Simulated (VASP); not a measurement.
# Cs (P6/mmm) in VASP: further runs

Runs on Cs. Level: PBE. Tasks: single point.

All numbers are computed with VASP 6.6.1; they aren't measurements. Logs are shortened: lines on timing, memory, paths and dates and some standing lists are left out, and cuts for length are marked.

### 1 The cell of the first run

Symmetry: P6/mmm, No. 191, hexagonal system. The conventional cell has a = 8.527 Å, b = 8.527 Å, c = 5.072 Å, α = 90.00°, β = 90.00°, γ = 120.00°.

This isn't the form of Cs at room conditions, which is bcc.

### 2 Single point, PBE

Input file INCAR:

```
PREC = Accurate
ENCUT = 520
EDIFF = 1E-7
ISMEAR = -1
SIGMA = 0.08
LREAL = False
LASPH = True
NELM = 60
ALGO = Normal
ISIF = 2
LWAVE = False
LCHARG = False
GGA = PE
NBANDS = 20
```

Input file KPOINTS:

```
regular mesh
0
Gamma
  4 4 6
```

Input file POSCAR:

```
Cs
1.0
    8.5273560837      0.0000000000      0.0000000000
   -4.2636780418      7.3849069956      0.0000000000
    0.0000000000      0.0000000000      5.0715815515
Cs
3
Direct
    0.0000000000      0.0000000000      0.0000000000
    0.3333333333      0.6666666667      0.5000000000
    0.6666666667      0.3333333333      0.5000000000
```

Potentials or basis: VASP PAW PBE potentials, release 64 (Cs_sv).

On the command line:

```
cat potpaw_PBE.64/Cs_sv/POTCAR > POTCAR
mpirun -np 1 vasp_std > vasp.out
```

OUTCAR:

```text
PREC = Accurate
   ENCUT = 520
   EDIFF = 1E-7
   ISMEAR = -1
   LREAL = False
   LASPH = True
   NELM = 60
   ISIF = 2
   GGA = PE

 ion  position               nearest neighbor table
   1  0.000  0.000  0.000-
   2  0.333  0.667  0.500-
   3  0.667  0.333  0.500-

  LATTYP: Found a hexagonal cell.
 ALAT       =     8.5273560837
 C/A-ratio  =     0.5947425558

  Lattice vectors:

 A1 = (   8.5273560837,   0.0000000000,   0.0000000000)
 A2 = (  -4.2636780418,   7.3849069956,   0.0000000000)
 A3 = (   0.0000000000,   0.0000000000,   5.0715815515)

Analysis of symmetry for initial positions (statically):
=====================================================================
 Subroutine PRICEL returns:
 Original cell was already a primitive cell.

 Routine SETGRP: Setting up the symmetry group for a
 hexagonal supercell.

 Subroutine GETGRP returns: Found 24 space group operations
 (whereof 24 operations were pure point group operations)
 out of a pool of 24 trial point group operations.

The static configuration has the point symmetry D_6h.

Analysis of symmetry for dynamics (positions and initial velocities):
=====================================================================
 Subroutine PRICEL returns:
 Original cell was already a primitive cell.

 Routine SETGRP: Setting up the symmetry group for a
 hexagonal supercell.

 Subroutine GETGRP returns: Found 24 space group operations
 (whereof 24 operations were pure point group operations)
 out of a pool of 24 trial point group operations.

The dynamic configuration has the point symmetry D_6h.

 Subroutine INISYM returns: Found 24 space group operations
 (whereof 24 operations are pure point group operations),
 and found     1 'primitive' translations

----------------------------------------------------------------------------------------

                                     Primitive cell

  volume of cell :     319.3764

  direct lattice vectors                    reciprocal lattice vectors
     8.527356084  0.000000000  0.000000000     0.117269643  0.067705660  0.000000000
    -4.263678042  7.384906996  0.000000000     0.000000000  0.135411319  0.000000000
     0.000000000  0.000000000  5.071581551     0.000000000  0.000000000  0.197177151

  length of vectors
[... 69 lines left out ...]
   ISPIN  =      1    spin polarized calculation?
   LNONCOLLINEAR =      F non collinear calculations
   LSORBIT =      F    spin-orbit coupling
   LASPH  =      T    aspherical Exc in radial PAW
   ENCUT  =  520.0 eV  38.22 Ry    6.18 a.u.  15.86 15.86  9.43*2*pi/ulx,y,z
   NELM   =     60;   NELMIN=  2; NELMDL= -5     # of ELM steps
   EDIFF  = 0.1E-06   stopping-criterion for ELM
   LREAL  =      F    real-space projection
   EDIFFG = 0.1E-05   stopping-criterion for IOM
   NSW    =      0    number of steps for IOM
   IBRION =     -1    ionic relax: 0-MD 1-quasi-New 2-CG
   NFREE  =      0    steps in history (QN), initial steepest desc. (CG)
   ISIF   =      2    stress and relaxation
   ISYM   =      2    0-nonsym 1-usesym 2-fastsym
   POTIM  = 0.5000    time-step for ionic-motion
   TEBEG  =    0.0;   TEEND  =   0.0 temperature during run
   PSTRESS=    0.0 pullay stress
   NELECT =      27.0000    total number of electrons
   NUPDOWN=      -1.0000    fix difference up-down
   EMIN   =  10.00;   EMAX   =-10.00  energy-range for DOS
   EFERMI =   0.00;   METHOD = LEGACY
   ISMEAR =    -1;   SIGMA  =   0.08  broadening in eV -4-tet -1-fermi 0-gaus
   EFERMI_NEDOS =   21; number of points for ismear=-14 and -15
   IALGO  =     38    algorithm
   IMIX   =      4    mixing-type and parameters
     AMIX     =   0.40;   BMIX     =  1.00
     AMIX_MAG =   1.60;   BMIX_MAG =  1.00
  volume/ion in A,a.u.               =     106.46       718.42
  Fermi-wavevector in a.u.,A,eV,Ry     =   0.718503  1.357773  7.023957  0.516246
  Thomas-Fermi vector in A             =   1.807458
   LORBIT       =      0    0 simple, 1 ext, 2 COOP (PROOUT), +10 PAW based schemes
   GGA     = PE    functional components
   LHFCALC =     F    Hartree Fock is set to
   AEXX    =    0.0000 exact exchange contribution
   IVDW    =     0    specifies the selected vdW correction
   LEPSILON=     F    determine dielectric tensor
   LRPA    =     F    only Hartree local field effects (RPA)
 non-spin polarized calculation
  energy-cutoff  :      520.00
  volume of cell :      319.38
 maximum number of plane-waves:      8647
 NGX is ok and might be reduce to    64
   NGX = 31   NGY = 31   NGZ = 19

 number of electron      27.0000002 magnetization

 Free energy of the ion-electron system (eV)
  ---------------------------------------------------
  ext. energy  EPLUGINS =         0.00000000
  ---------------------------------------------------
  free energy    TOTEN  =        -2.54427701 eV

  energy without entropy =       -2.46866520  energy(sigma->0) =       -2.50647110

 E-fermi :   0.6625     XC(G=0):  -5.6034

 val. band max:        0.6425097844   @ k =   0.5000   0.0000   0.0000
 cond. band min:       0.6697891591   @ k =   0.2500   0.0000   0.0000
 fundamental gap:      0.0272793746
 Fermi energy:         0.6624771139

 k-point     1 :       0.0000    0.0000    0.0000
  band No.  band energies     occupation
      1     -23.2031      2.00000
      2     -23.1906      2.00000
      3     -23.1025      2.00000
      4     -10.0816      2.00000
      5     -10.0816      2.00000
      6      -9.9842      2.00000
[... 357 lines left out ...]
     19       2.3427      0.00000
     20       2.6121      0.00000

------------------------ aborting loop because EDIFF is reached ----------------------------------------

  FORCE on cell =-STRESS in cart. coord.  units (eV):
  Direction    XX          YY          ZZ          XY          YZ          ZX
  --------------------------------------------------------------------------------------
  -------------------------------------------------------------------------------------
  Total        0.4508183      0.4508183      0.4413079      0.0000000     -0.0000000      0.0000000
  in kB        2.2615662      2.2615662      2.2138564      0.0000000     -0.0000000      0.0000000
  external PRESSURE =       2.2456629 kB  Pullay stress =       0.0000000 kB

 VOLUME and BASIS-vectors are now :
 -----------------------------------------------------------------------------
  energy-cutoff  :      520.00
  volume of cell :      319.38
      direct lattice vectors                 reciprocal lattice vectors
     8.527356084  0.000000000  0.000000000     0.117269643  0.067705660  0.000000000
    -4.263678042  7.384906996  0.000000000     0.000000000  0.135411319  0.000000000
     0.000000000  0.000000000  5.071581551     0.000000000  0.000000000  0.197177151

 POSITION                                       TOTAL-FORCE (eV/Angst)
 -----------------------------------------------------------------------------------
      0.00000      0.00000      0.00000        -0.000000      0.000000     -0.000000
     -0.00000      4.92327      2.53579        -0.000000     -0.000000     -0.000000
      4.26368      2.46164      2.53579         0.000000      0.000000      0.000000
 -----------------------------------------------------------------------------------
    total drift:                                0.000000     -0.000000      0.000000

  FREE ENERGIE OF THE ION-ELECTRON SYSTEM (eV)
  ---------------------------------------------------
  free  energy   TOTEN  =        -2.5442770073 eV

  energy  without entropy=       -2.4686651974  energy(sigma->0) =       -2.50647110
```

OSZICAR:

```text
N       E                     dE             d eps       ncg     rms          rms(c)
DAV:   1     0.210684203725E+03    0.21068E+03   -0.89630E+03   640   0.985E+02
DAV:   2     0.280084998026E+02   -0.18268E+03   -0.17849E+03   844   0.174E+02
DAV:   3    -0.190115136581E+01   -0.29910E+02   -0.29794E+02   748   0.758E+01
DAV:   4    -0.253582921867E+01   -0.63468E+00   -0.63370E+00   772   0.143E+01
DAV:   5    -0.254265211744E+01   -0.68229E-02   -0.68200E-02   896   0.133E+00    0.240E-01
DAV:   6    -0.254232422209E+01    0.32790E-03   -0.54438E-03   828   0.335E-01    0.158E-01
DAV:   7    -0.254385091523E+01   -0.15267E-02   -0.96976E-03   832   0.447E-01    0.704E-02
DAV:   8    -0.254426891507E+01   -0.41800E-03   -0.66184E-04   808   0.126E-01    0.119E-02
DAV:   9    -0.254427760823E+01   -0.86932E-05   -0.25727E-05   884   0.217E-02    0.606E-03
DAV:  10    -0.254427712336E+01    0.48487E-06   -0.35942E-06   752   0.788E-03    0.125E-03
DAV:  11    -0.254427697898E+01    0.14439E-06   -0.24386E-07   756   0.211E-03    0.587E-04
DAV:  12    -0.254427700727E+01   -0.28292E-07   -0.89555E-08   628   0.152E-03
   1 F= -.25442770E+01 E0= -.25064711E+01  d E =-.756118E-01
```

It took 2 min on 1 thread of Intel Xeon 6975P-C (Granite Rapids), shared host; peak memory 0.43 GiB.

What came out:

```yaml
Free_energy: -2.5443 eV
Pressure: 0.2 GPa
Band_gap_on_the_k_mesh: zero (an odd number of electrons rules out a gap without spin polarisation)
```

Levels at points of the mesh, in eV from the Fermi level:
```tsv
k point	band 11	band 12	band 13	band 14	band 15	band 16
(0.00, 0.00, 0.00)	-10.55	-10.51	-1.76	0.66	0.88	0.88
(0.50, 0.00, 0.00)	-10.56	-10.51	-0.87	-0.87	-0.02	0.91
(0.00, 0.00, 0.50)	-10.56	-10.56	-0.17	0.08	0.68	0.68
(0.50, 0.00, 0.50)	-10.56	-10.55	0.13	0.18	0.70	0.73
```

Caveat: spin-orbit coupling is left out, which moves the levels of the heavy elements.

(Continued in part 2 of 4.)
